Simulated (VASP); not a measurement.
# Fe: single point with PBE

Fe:

```
Fe
1.0
     2.86600    0.00000    0.00000
     0.00000    2.86600    0.00000
     0.00000    0.00000    2.86600
Fe
2
Direct
  0.99302 0.00000 0.00000
  0.52000 0.50000 0.50000
```

* Program: VASP 6.6.1
* Task: single point
* Functional: PBE
* Potentials or basis: VASP PAW PBE potentials, release 64 (Fe)
* Cutoff: 520 eV
* k mesh: 2 × 2 × 2
* Occupations: fermi-dirac, width 0.272114 eV
* Spin: non-collinear spin, typed start
* Starting moments: [[0.0, 0.0, 2.0], [1.147, 0.0, 1.638]] μB
* Dipole correction: no
* Further INCAR settings: ALGO = Normal; EDIFF = 1e-06; NBANDS = 28

```json
{"Pressure": "9.6 GPa", "Largest force": "0.234 eV/Å", "Band gap on the k mesh": "zero (bands 16 and 17 overlap by 0.56 eV)", "Net moment": "4.32 μB per cell", "Valence electrons inside the program's atomic spheres": "Fe 7.22"}
```

Forces in eV/Å, atoms in the order of the input:
```
Fe   0.234  0.000  0.000
Fe  -0.234  0.000  0.000
```

Stress tensor (GPa, compression positive):
```
 8.74  0.00  0.00
 0.00 10.00  0.00
 0.00  0.00 10.00
```

Levels at points of the mesh, in eV from the Fermi level:
| k point | band 12 | band 13 | band 14 | band 15 | band 16 | band 17 | band 18 | band 19 |
| --- | --- | --- | --- | --- | --- | --- | --- | --- |
| (0.00, 0.00, 0.00) | -0.92 | -0.90 | -0.90 | 0.12 | 0.12 | 0.14 | 1.24 | 1.30 |
| (0.50, 0.00, 0.00) | -1.18 | -1.14 | -0.66 | -0.36 | -0.28 | -0.28 | -0.26 | -0.26 |
| (0.00, 0.50, 0.00) | -1.30 | -1.01 | -1.01 | -0.32 | -0.32 | -0.19 | -0.19 | -0.16 |
| (0.00, 0.00, 0.50) | -1.30 | -1.01 | -1.01 | -0.32 | -0.32 | -0.19 | -0.19 | -0.16 |
| (0.50, 0.50, 0.00) | -1.16 | -0.08 | -0.08 | 0.28 | 0.28 | 0.39 | 0.39 | 1.18 |
| (0.00, 0.50, 0.50) | -1.16 | -0.11 | -0.11 | 0.24 | 0.24 | 0.43 | 0.43 | 1.11 |
| (0.50, 0.00, 0.50) | -1.16 | -0.08 | -0.08 | 0.28 | 0.28 | 0.39 | 0.39 | 1.18 |
| (0.50, 0.50, 0.50) | -1.98 | -1.13 | -1.13 | -1.13 | -1.13 | 1.64 | 1.64 | 1.65 |

Moments on the atoms (μB; x, y, z):
```
Fe  -0.24  0.00  2.26
Fe   1.49  0.00  1.72
```

Run time: 64 s on 1 thread of Intel Xeon 8259CL, on a shared host, peak memory 0.19 GiB.

Caveat: the k points lie up to 1.10 Å⁻¹ apart, too coarse for converged energies and pressures of a metal.
